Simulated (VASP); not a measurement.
Here is a VASP 6.6.1 calculation.

INCAR

```
PREC = Accurate ; ENCUT = 520
EDIFF = 1E-6 ; ISMEAR = 0
SIGMA = 0.1 ; LREAL = False
LASPH = True ; NELM = 60
ALGO = Fast ; ISIF = 2
LWAVE = False ; LCHARG = True
GGA = PE ; LELF = True
LVHAR = True ; NBANDS = 24
```

The input KPOINTS:

```
regular mesh
0
Gamma
  6 6 6
```

File POSCAR:

```
Ta2Hg
1.0
    4.8203385684      0.0000000000      0.0000000000
   -2.4101692842      4.1745356551      0.0000000000
    0.0000000000      0.0000000000      2.8739277834
Ta Hg
2 1
Direct
    0.3333333333      0.6666666667      0.5000000000
    0.6666666667      0.3333333333      0.5000000000
    0.0000000000      0.0000000000      0.0000000000
```

Potentials or basis: VASP PAW PBE potentials, release 64 (Ta_pv, Hg).

Command:

```sh
$ cat potpaw_PBE.64/Ta_pv/POTCAR potpaw_PBE.64/Hg/POTCAR > POTCAR
$ mpirun -np 1 vasp_std > vasp.out
```

(1) What does it give for the pressure?

(2) What does it give for the band gap on the k mesh?

Answers

(1) 0.7 GPa.

(2) zero (band 17 reaches 5.63 eV, above the bottom of band 18 at 4.60 eV).

Caveat: the k points lie up to 0.36 Å⁻¹ apart; spin-orbit coupling is left out, which moves the levels of the heavy elements.
